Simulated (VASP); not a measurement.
Here is a VASP 6.6.1 calculation.

The input INCAR:

```
PREC     = Accurate       # precision mode
ENCUT    = 520            # plane-wave cutoff, eV
EDIFF    = 1E-6           # SCF threshold, eV
ISMEAR   = 0              # smearing method
SIGMA    = 0.05           # smearing width, eV
LREAL    = False          # projectors in reciprocal space
LASPH    = True           # aspherical terms in the spheres
NELM     = 80             # most SCF steps
ALGO     = Normal         # electronic algorithm
ISIF     = 2              # what is computed and relaxed
LWAVE    = False          # write WAVECAR
LCHARG   = False          # write CHGCAR
GGA      = PE             # functional
NBANDS   = 16             # bands
```

File KPOINTS:

```
regular mesh
0
Gamma
  6 6 6
```

POSCAR

```
CdSe
1.0
    0.0000000000      3.0678017004      3.0678017004
    3.0678017004      0.0000000000      3.0678017004
    3.0678017004      3.0678017004      0.0000000000
Cd Se
1 1
Direct
    0.0000000000      0.0000000000      0.0000000000
    0.7500000000      0.7500000000      0.7500000000
```

Potentials or basis: VASP PAW PBE potentials, release 64 (Cd, Se).

Command:

```bash
$ cat potpaw_PBE.64/Cd/POTCAR potpaw_PBE.64/Se/POTCAR > POTCAR
$ mpirun -np 1 vasp_std > vasp.out
```

(1) Predict the band gap on the k mesh.

(2) Estimate the pressure.

## Answers

(1) 0.55 eV, direct.

(2) 1.7 GPa.
